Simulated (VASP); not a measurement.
Here is a VASP 6.6.1 calculation.

File INCAR:

```
SYSTEM = ReBPt
ALGO     = Normal         ! electronic algorithm
EDIFF    = 1E-6           ! SCF threshold, eV
EDIFFG   = -0.01          ! ionic threshold
ENCUT    = 600            ! plane-wave cutoff, eV
GGA      = PE             ! functional
IBRION   = 2              ! ionic algorithm
ISIF     = 3              ! what is computed and relaxed
ISMEAR   = 0              ! smearing method
LASPH    = .TRUE.         ! aspherical terms in the spheres
LCHARG   = .FALSE.        ! write CHGCAR
LREAL    = .FALSE.        ! projectors in reciprocal space
LWAVE    = .FALSE.        ! write WAVECAR
NELM     = 60             ! most SCF steps
NSW      = 100            ! ionic steps
PREC     = Accurate       ! precision mode
SIGMA    = 0.1            ! smearing width, eV
```

The input KPOINTS:

```
k-points
0
G
  12 12 14
  0 0 0
```

The input POSCAR:

```
ReBPt
1.0
    3.7410770892      0.0000000000      0.0000000000
   -1.8705385446      3.2398677967      0.0000000000
    0.0000000000      0.0000000000      3.2660954380
Re B Pt
1 1 1
Direct
    0.0000000000      0.0000000000      0.5000000000
    0.3333333333      0.6666666667      0.5000000000
    0.6666666667      0.3333333333      0.0000000000
```

Potentials or basis: VASP PAW PBE potentials, release 64 (Re, B, Pt).

Launch:

```console
$ cat potpaw_PBE.64/Re/POTCAR potpaw_PBE.64/B/POTCAR potpaw_PBE.64/Pt/POTCAR > POTCAR
$ mpirun -np 1 vasp_std > vasp.out
```

(1) What does it give for the relaxed volume?

(2) What does it give for the relaxed cell?

(3) Predict the band gap on the k mesh.

(4) Estimate the space group after relaxing (to 0.05 Å).

## Answers

(1) 13.14 Å³/atom.

(2) a = 3.764 Å, b = 3.764 Å, c = 3.213 Å, α = 90.00°, β = 90.00°, γ = 120.00°.

(3) zero (band 10 reaches 9.72 eV, above the bottom of band 11 at 7.61 eV).

(4) P-6m2 (No. 187).

Caveat: spin-orbit coupling is left out, which moves the levels of the heavy elements.
